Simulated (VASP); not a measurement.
# MgS in VASP: further runs, part 2 of 2

VASP 6.6.1. The steps go on from the part before.

**4. Single point, PBEsol**

INCAR

```
SYSTEM = MgS
  PREC = Accurate
  ENCUT = 600
  EDIFF = 1E-6
  ISMEAR = -1
  SIGMA = 0.03
  LREAL = .False.
  LASPH = .True.
  NELM = 120
  ALGO = Normal
  ISIF = 2
  LWAVE = .False.
  LCHARG = .False.
  GGA = PS
  NBANDS = 16
  GGA_COMPAT = .False.
```

KPOINTS

```
regular mesh
0
Gamma
  5 5 2
  0 0 0
```

POSCAR

```
MgS
1.0
    4.0346224068      0.0000000000      0.0000000000
   -2.0173112034      3.4940854990      0.0000000000
    0.0000000000      0.0000000000      6.4322941800
S Mg
2 2
Direct
    0.6666666667      0.3333333333      0.8792441500
    0.3333333333      0.6666666667      0.3792441500
    0.3333333333      0.6666666667      0.9957548500
    0.6666666667      0.3333333333      0.4957548500
```

Potentials or basis: VASP PAW PBE potentials, release 64 (S, Mg).

Command:

```
$ cat potpaw_PBE.64/S/POTCAR potpaw_PBE.64/Mg/POTCAR > POTCAR
$ mpirun -np 1 vasp_std > vasp.out
```

OUTCAR:

```text
SYSTEM = MgS
   PREC = Accurate
   ENCUT = 600
   EDIFF = 1E-6
   ISMEAR = -1
   LREAL = .False.
   LASPH = .True.
   NELM = 120
   ISIF = 2
   GGA = PS

 ion  position               nearest neighbor table
   1  0.667  0.333  0.879-   3 2.45   3 2.45   3 2.45   4 2.47
   2  0.333  0.667  0.379-   4 2.45   4 2.45   4 2.45   3 2.47
   3  0.333  0.667  0.996-   1 2.45   1 2.45   1 2.45   2 2.47
   4  0.667  0.333  0.496-   2 2.45   2 2.45   2 2.45   1 2.47

  LATTYP: Found a hexagonal cell.
 ALAT       =     4.0346224068
 C/A-ratio  =     1.5942741430

  Lattice vectors:

 A1 = (   4.0346224068,   0.0000000000,   0.0000000000)
 A2 = (  -2.0173112034,   3.4940854990,   0.0000000000)
 A3 = (   0.0000000000,   0.0000000000,   6.4322941800)

Analysis of symmetry for initial positions (statically):
=====================================================================
 Subroutine PRICEL returns:
 Original cell was already a primitive cell.

 Routine SETGRP: Setting up the symmetry group for a
 hexagonal supercell.

 Subroutine GETGRP returns: Found 12 space group operations
 (whereof  6 operations were pure point group operations)
 out of a pool of 24 trial point group operations.

The static configuration has the point symmetry C_3v.
 The point group associated with its full space group is C_6v.

Analysis of symmetry for dynamics (positions and initial velocities):
=====================================================================
 Subroutine PRICEL returns:
 Original cell was already a primitive cell.

 Routine SETGRP: Setting up the symmetry group for a
 hexagonal supercell.

 Subroutine GETGRP returns: Found 12 space group operations
 (whereof  6 operations were pure point group operations)
 out of a pool of 24 trial point group operations.

The dynamic configuration has the point symmetry C_3v.
 The point group associated with its full space group is C_6v.

 Subroutine INISYM returns: Found 12 space group operations
 (whereof  6 operations are pure point group operations),
 and found     1 'primitive' translations

[... 104 lines left out ...]
  volume/ion in A,a.u.               =      22.67       152.98
  Fermi-wavevector in a.u.,A,eV,Ry     =   0.918221  1.735187 11.471486  0.843130
  Thomas-Fermi vector in A             =   2.043279
   LORBIT       =      0    0 simple, 1 ext, 2 COOP (PROOUT), +10 PAW based schemes
   GGA     = PS    functional components
   LHFCALC =     F    Hartree Fock is set to
   AEXX    =    0.0000 exact exchange contribution
   IVDW    =     0    specifies the selected vdW correction
   LEPSILON=     F    determine dielectric tensor
   LRPA    =     F    only Hartree local field effects (RPA)
 non-spin polarized calculation
  energy-cutoff  :      600.00
  volume of cell :       90.68
 maximum number of plane-waves:      3058
   NGX = 17   NGY = 17   NGZ = 25

 number of electron      15.9999998 magnetization

 Free energy of the ion-electron system (eV)
  ---------------------------------------------------
  ext. energy  EPLUGINS =         0.00000000
  ---------------------------------------------------
  free energy    TOTEN  =       -17.86915407 eV

  energy without entropy =      -17.86915407  energy(sigma->0) =      -17.86915407

 E-fermi :   1.7413     XC(G=0):  -8.5695

 val. band max:        1.1387043146   @ k =   0.0000   0.0000   0.0000
 cond. band min:       4.4077573673   @ k =   0.0000   0.0000   0.0000
 fundamental gap:      3.2690530526
 Fermi energy:         1.7413391693

 k-point     1 :       0.0000    0.0000    0.0000
  band No.  band energies     occupation
      1     -10.2749      2.00000
      2      -9.5320      2.00000
      3      -2.1393      2.00000
      4       0.5511      2.00000
      5       0.5511      2.00000
      6       0.9756      2.00000
[... 167 lines left out ...]
      3      -1.8452      2.00000
      4      -1.8452      2.00000
      5      -0.5538      2.00000
      6      -0.5538      2.00000
[... 8 lines left out ...]
     15      10.7358      0.00000
     16      10.7358      0.00000

------------------------ aborting loop because EDIFF is reached ----------------------------------------

  FORCE on cell =-STRESS in cart. coord.  units (eV):
  Direction    XX          YY          ZZ          XY          YZ          ZX
  --------------------------------------------------------------------------------------
  -------------------------------------------------------------------------------------
  Total       -0.1502016     -0.1502016     -0.3514914      0.0000000      0.0000000     -0.0000000
  in kB       -2.6538886     -2.6538886     -6.2104484      0.0000000      0.0000000     -0.0000000
  external PRESSURE =      -3.8394085 kB  Pullay stress =       0.0000000 kB

 VOLUME and BASIS-vectors are now :
 -----------------------------------------------------------------------------
  energy-cutoff  :      600.00
  volume of cell :       90.68
      direct lattice vectors                 reciprocal lattice vectors
     4.034622407  0.000000000  0.000000000     0.247854669  0.143098960  0.000000000
    -2.017311203  3.494085499  0.000000000     0.000000000  0.286197919  0.000000000
     0.000000000  0.000000000  6.432294180     0.000000000  0.000000000  0.155465526

 POSITION                                       TOTAL-FORCE (eV/Angst)
 -----------------------------------------------------------------------------------
      2.01731      1.16470      5.65556        -0.000000      0.000000     -0.045483
     -0.00000      2.32939      2.43941         0.000000     -0.000000     -0.045483
     -0.00000      2.32939      6.40499         0.000000      0.000000      0.045483
      2.01731      1.16470      3.18884         0.000000      0.000000      0.045483
 -----------------------------------------------------------------------------------
    total drift:                                0.000000     -0.000000     -0.000175

  FREE ENERGIE OF THE ION-ELECTRON SYSTEM (eV)
  ---------------------------------------------------
  free  energy   TOTEN  =       -17.8691540683 eV

  energy  without entropy=      -17.8691540683  energy(sigma->0) =      -17.86915407
```

OSZICAR:

```text
N       E                     dE             d eps       ncg     rms          rms(c)
DAV:   1     0.647601819031E+02    0.64760E+02   -0.63966E+03   320   0.897E+02
DAV:   2    -0.122649412581E+02   -0.77025E+02   -0.70618E+02   472   0.142E+02
DAV:   3    -0.187389452075E+02   -0.64740E+01   -0.64447E+01   408   0.444E+01
DAV:   4    -0.188198300843E+02   -0.80885E-01   -0.80870E-01   400   0.605E+00
DAV:   5    -0.188212574199E+02   -0.14273E-02   -0.14273E-02   416   0.820E-01    0.528E+00
DAV:   6    -0.179397311854E+02    0.88153E+00   -0.13087E+00   360   0.526E+00    0.385E+00
DAV:   7    -0.178646598262E+02    0.75071E-01   -0.32751E-01   408   0.265E+00    0.278E+00
DAV:   8    -0.178713748751E+02   -0.67150E-02   -0.30055E-02   360   0.112E+00    0.173E+00
DAV:   9    -0.178689174704E+02    0.24574E-02   -0.41739E-03   384   0.414E-01    0.406E-01
DAV:  10    -0.178691300502E+02   -0.21258E-03   -0.10743E-03   392   0.149E-01    0.367E-02
DAV:  11    -0.178691542444E+02   -0.24194E-04   -0.49314E-05   392   0.382E-02    0.644E-02
DAV:  12    -0.178691540683E+02    0.17609E-06   -0.65780E-06   392   0.133E-02
   1 F= -.17869154E+02 E0= -.17869154E+02  d E =-.495598E-10
```

Run time: 20 s. Hardware: 1 thread of Intel Xeon 8259CL, shared host; peak memory 0.22 GiB.

What came out:

```
Free energy            : -17.8692 eV
Pressure               : -0.4 GPa
Largest force          : 0.045 eV/Å
Band gap on the k mesh : 3.27 eV, direct
```

Forces in eV/Å, atoms in the order of the input:
```
S    0.000  0.000 -0.045
S    0.000  0.000 -0.045
Mg   0.000  0.000  0.045
Mg   0.000  0.000  0.045
```

Stress tensor (GPa, compression positive):
```
-0.27  0.00  0.00
 0.00 -0.27  0.00
 0.00  0.00 -0.62
```

Caveat: the k points lie up to 0.49 Å⁻¹ apart; the PAW data sets were made with another functional, which shifts forces and pressure a little.
